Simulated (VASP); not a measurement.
Crystal: HgTe (Coloradoite).

```xyz
2
Lattice="0.0000 3.2358 3.2358 3.2358 0.0000 3.2358 3.2358 3.2358 0.0000" Properties=species:S:1:pos:R:3 pbc="T T T"
Hg    0.0000    0.0000    0.0000
Te    4.8537    4.8537    4.8537
```

Base run:

- Program: VASP 6.6.1
- Functional: r2SCAN
- Potentials or basis: VASP PAW PBE potentials, release 64 (Hg, Te)
- Cutoff: 520 eV
- k mesh: 7 × 7 × 7
- Occupations: fermi-dirac, width 0.05 eV
- Spin: no spin polarisation

Its results: band gap on the k mesh zero (filled and empty bands touch); pressure 2.2 GPa.

Q: The run is repeated on the same cell with these changes: functional from r2SCAN to revPBE. What comes out?

A: Band gap on the k mesh zero (filled and empty bands touch); pressure 4.8 GPa.

Caveats: the PAW data sets were made with another functional, which shifts forces and pressure a little; spin-orbit coupling is left out, which moves the levels of the heavy elements.
